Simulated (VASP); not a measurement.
Wanted: the native input for a VASP 6.6.1 run.

* Task: single point
* Functional: BLYP
* Potentials or basis: VASP PAW PBE potentials, release 64 (Te, Mo_sv)
* Cutoff: 500 eV
* k mesh: 9 × 9 × 2
* Occupations: methfessel-paxton, width 0.05 eV
* Spin: no spin polarisation
* Dipole correction: no
* Further INCAR settings: ALGO = Normal; EDIFF = 1e-06; NBANDS = 20

The structure of Te2Mo lies in POSCAR:

```
Te2Mo
1.0
    3.5602300000      0.0000000000      0.0000000000
   -1.7801150000      3.0832496233      0.0000000000
    0.0000000000      0.0000000000     17.5240600000
Te Mo
2 1
Direct
    0.3333333333      0.6666666667      0.8978600000
    0.3333333333      0.6666666667      0.1021400000
    0.0000000000      0.0000000000      0.0000000000
```

These files were run (other wordings do the same):

INCAR

```
SYSTEM = Te2Mo
  PREC = Accurate
  ENCUT = 500
  EDIFF = 1E-6
  ISMEAR = 1
  SIGMA = 0.05
  LREAL = .False.
  LASPH = .True.
  NELM = 120
  ALGO = Normal
  ISIF = 2
  LWAVE = .False.
  LCHARG = .True.
  GGA = B5
  ALDAX = 1.0
  AGGAX = 1.0
  AGGAC = 1.0
  ALDAC = 0.0
  LELF = .True.
  LVHAR = .True.
  NBANDS = 20
  GGA_COMPAT = .False.
```

KPOINTS

```
regular mesh
0
Gamma
  9 9 2
  0 0 0
```

Potentials or basis: VASP PAW PBE potentials, release 64 (Te, Mo_sv).

The run is started by

```sh
$ cat potpaw_PBE.64/Te/POTCAR potpaw_PBE.64/Mo_sv/POTCAR > POTCAR
$ mpirun -np 1 vasp_std > vasp.out
```

It gave:

```
Largest force          : 0.761 eV/Å
Band gap on the k mesh : 1.04 eV
```

Caveat: the PAW data sets were made with another functional, which shifts forces and pressure a little; spin-orbit coupling is left out, which moves the levels of the heavy elements.

Run time: 2.2 min on 1 thread of AMD EPYC 9R45 96-Core Processor (Zen 5), with other jobs on the host, peak memory 0.31 GiB.
